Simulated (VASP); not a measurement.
# SrO (Fm-3m) in VASP: settings compared, part 2 of 2

VASP 6.6.1. Earlier steps stand in the parts before.

### 4 Single point, PBE (volume scaled by 0.94)

The input, INCAR:

```
ALGO = Normal ; EDIFF = 1E-6
ENCUT = 520 ; GGA = PE
ISIF = 2 ; ISMEAR = -1
LASPH = True ; LCHARG = False
LREAL = False ; LWAVE = False
NBANDS = 15 ; NELM = 60
PREC = Accurate ; SIGMA = 0.05
```

The input, KPOINTS:

```
k-points
0
Gamma
  9 9 9
```

The input, POSCAR:

```
SrO
1.0
    0.0000000000      2.5139118308      2.5139118308
    2.5139118308      0.0000000000      2.5139118308
    2.5139118308      2.5139118308      0.0000000000
Sr O
1 1
Direct
    0.5000000000      0.5000000000      0.5000000000
    0.0000000000      0.0000000000      0.0000000000
```

Potentials or basis: VASP PAW PBE potentials, release 64 (Sr_sv, O).

On the command line:

```
$ cat potpaw_PBE.64/Sr_sv/POTCAR potpaw_PBE.64/O/POTCAR > POTCAR
$ mpirun -np 1 vasp_std > vasp.out
```

OUTCAR:

```text
EDIFF = 1E-6
   ENCUT = 520
   GGA = PE
   ISIF = 2
   ISMEAR = -1
   LASPH = True
   LREAL = False
   NELM = 60
   PREC = Accurate

 ion  position               nearest neighbor table
   1  0.500  0.500  0.500-   2 2.51   2 2.51   2 2.51   2 2.51   2 2.51   2 2.51
   2  0.000  0.000  0.000-   1 2.51   1 2.51   1 2.51   1 2.51   1 2.51   1 2.51

  LATTYP: Found a face centered cubic cell.
 ALAT       =     5.0278236616

  Lattice vectors:

 A1 = (   0.0000000000,   2.5139118308,   2.5139118308)
 A2 = (   2.5139118308,   0.0000000000,   2.5139118308)
 A3 = (   2.5139118308,   2.5139118308,   0.0000000000)

Analysis of symmetry for initial positions (statically):
=====================================================================
 Subroutine PRICEL returns:
 Original cell was already a primitive cell.

 Routine SETGRP: Setting up the symmetry group for a
 face centered cubic supercell.

 Subroutine GETGRP returns: Found 48 space group operations
[... 9 lines left out ...]

 Routine SETGRP: Setting up the symmetry group for a
 face centered cubic supercell.

 Subroutine GETGRP returns: Found 48 space group operations
[... 11 lines left out ...]
                                     Primitive cell

  volume of cell :      31.7746
[... 142 lines left out ...]

 k-point     1 :       0.0000    0.0000    0.0000
  band No.  band energies     occupation
      1     -30.1706      2.00000
      2     -13.1796      2.00000
      3     -11.7278      2.00000
      4     -11.7278      2.00000
      5     -11.7278      2.00000
      6       1.9959      2.00000
      7       1.9959      2.00000
      8       1.9959      2.00000
      9       6.4822      0.00000
     10       8.3483      0.00000
     11       8.3483      0.00000
     12       8.3483      0.00000
     13      10.6720      0.00000
     14      10.6720      0.00000
[... 401 lines left out ...]
      2     -13.4631      2.00000
      3     -12.5759      2.00000
      4     -12.1668      2.00000
      5     -12.1668      2.00000
      6       1.5659      2.00000
      7       1.9490      2.00000
      8       1.9490      2.00000
      9       5.2710      0.00000
     10      10.2183      0.00000
     11      12.5410      0.00000
     12      12.9872      0.00000
     13      13.4540      0.00000
     14      13.4540      0.00000
     15      17.0447      0.00000

 [... further k-points ...]
[... 5 lines left out ...]
  --------------------------------------------------------------------------------------
  -------------------------------------------------------------------------------------
  Total        2.2099409      2.2099409      2.2099409      0.0000000      0.0000000     -0.0000000
  in kB      111.4323057    111.4323057    111.4323057      0.0000000      0.0000000     -0.0000000
  external PRESSURE =     111.4323057 kB  Pullay stress =       0.0000000 kB

 VOLUME and BASIS-vectors are now :
 -----------------------------------------------------------------------------
  energy-cutoff  :      520.00
  volume of cell :       31.77
      direct lattice vectors                 reciprocal lattice vectors
     0.000000000  2.513911831  2.513911831    -0.198893213  0.198893213  0.198893213
     2.513911831  0.000000000  2.513911831     0.198893213 -0.198893213  0.198893213
     2.513911831  2.513911831  0.000000000     0.198893213  0.198893213 -0.198893213

 POSITION                                       TOTAL-FORCE (eV/Angst)
 -----------------------------------------------------------------------------------
      2.51391      2.51391      2.51391         0.000000      0.000000     -0.000000
      0.00000      0.00000      0.00000         0.000000     -0.000000      0.000000
 -----------------------------------------------------------------------------------
    total drift:                                0.000000      0.000000      0.000000

  FREE ENERGIE OF THE ION-ELECTRON SYSTEM (eV)
  ---------------------------------------------------
  free  energy   TOTEN  =       -11.9426961949 eV

  energy  without entropy=      -11.9426961948  energy(sigma->0) =      -11.94269619
```

OSZICAR:

```text
N       E                     dE             d eps       ncg     rms          rms(c)
DAV:   1     0.616464514513E+02    0.61646E+02   -0.79149E+03  1050   0.101E+03
DAV:   2    -0.106972805052E+02   -0.72344E+02   -0.65488E+02  1409   0.216E+02
DAV:   3    -0.141020511404E+02   -0.34048E+01   -0.33858E+01  1503   0.404E+01
DAV:   4    -0.141704909816E+02   -0.68440E-01   -0.68420E-01  1270   0.443E+00
DAV:   5    -0.141708841176E+02   -0.39314E-03   -0.39313E-03  1328   0.290E-01    0.188E+01
DAV:   6    -0.120688531354E+02    0.21020E+01   -0.64243E+00  1106   0.201E+01    0.221E+01
DAV:   7    -0.119514257329E+02    0.11743E+00   -0.25159E-01  1302   0.461E+00    0.129E+01
DAV:   8    -0.119403747347E+02    0.11051E-01   -0.10727E-01  1393   0.324E+00    0.694E-01
DAV:   9    -0.119420808519E+02   -0.17061E-02   -0.51323E-03  1388   0.471E-01    0.228E-01
DAV:  10    -0.119425679667E+02   -0.48711E-03   -0.45527E-04  1106   0.191E-01    0.657E-02
DAV:  11    -0.119426805258E+02   -0.11256E-03   -0.10549E-04  1190   0.765E-02    0.273E-02
DAV:  12    -0.119426959624E+02   -0.15437E-04   -0.23385E-05  1120   0.363E-02    0.145E-02
DAV:  13    -0.119426961949E+02   -0.23253E-06   -0.85748E-07   903   0.841E-03
   1 F= -.11942696E+02 E0= -.11942696E+02  d E =-.111250E-09
```

stdout:

```text
POSCAR found type information on POSCAR SrO
 POSCAR found :  2 types and       2 ions
 scaLAPACK will be used
 LDA part: xc-table for (Slater+PW92), standard interpolation
 POSCAR, INCAR and KPOINTS ok, starting setup
 FFT: planning ... GRIDC
 FFT: planning ... GRID_SOFT
 FFT: planning ... GRID
 WAVECAR not read
 entering main loop
```

It took 17 s on 1 thread of Intel Xeon Platinum 8259CL at 2.50GHz (Skylake/Cascade Lake), shared host; peak memory 0.16 GiB.

Results:

```
Free energy            : -11.9427 eV
Pressure               : 11.1 GPa
Band gap on the k mesh : 3.28 eV, indirect (least direct gap 3.32 eV)
```

 A k mesh can miss the band edges.

### 5 Single point, PBE (volume scaled by 0.96)

The input, INCAR:

```
  ALGO = Normal
  EDIFF = 1E-6
  ENCUT = 520
  GGA = PE
  ISIF = 2
  ISMEAR = -1
  LASPH = True
  LCHARG = False
  LREAL = False
  LWAVE = False
  NBANDS = 15
  NELM = 100
  PREC = Accurate
  SIGMA = 0.05
```

KPOINTS is that of step 4.

The input, POSCAR:

```
SrO
1.0
    0.0000000000      2.5316160185      2.5316160185
    2.5316160185      0.0000000000      2.5316160185
    2.5316160185      2.5316160185      0.0000000000
Sr O
1 1
Direct
    0.5000000000      0.5000000000      0.5000000000
    0.0000000000      0.0000000000      0.0000000000
```

On the command line:

```
$ cat potpaw_PBE.64/Sr_sv/POTCAR potpaw_PBE.64/O/POTCAR > POTCAR
$ mpirun -np 1 vasp_std > vasp.out
```

It took 17 s on 1 thread of Intel Xeon Platinum 8259CL at 2.50GHz (Skylake/Cascade Lake), shared host; peak memory 0.16 GiB.

The run converged. Its results:

```yaml
Free_energy: -11.9844 eV
Pressure: 8.5 GPa
Band_gap_on_the_k_mesh: 3.29 eV, indirect (least direct gap 3.36 eV)
```

Levels at points of the mesh, in eV from the valence-band top:
```
           k point  band 6  band 7  band 8  band 9  band 10  band 11
(0.00, 0.00, 0.00)    0.00    0.00    0.00    4.32     6.31     6.31
```

### 6 Summary

| level | cell | gap on the mesh (eV) | pressure (GPa) |
| --- | --- | --- | --- |
| r2SCAN+rVV10 | a = 3.677 Å, angles 60.0°, 2 atoms | 3.77 | -2.5 |
| r2SCAN+rVV10 | a = 3.700 Å, angles 60.0°, 2 atoms | 3.78 | -4.1 |
| PBE | a = 3.555 Å, angles 60.0°, 2 atoms | 3.28 | 11.1 |
| PBE | a = 3.580 Å, angles 60.0°, 2 atoms | 3.29 | 8.5 |

Alike in all rows: task single point; potentials or basis VASP PAW PBE potentials, release 64 (Sr_sv, O); no spin polarisation; k mesh 9 × 9 × 9; cutoff (eV) 520; smearing fermi-dirac 0.05 eV.

Caveats: the PAW data sets were made with another functional, which shifts forces and pressure a little (some runs).

Absolute energies hang on the potentials; compare differences alone.
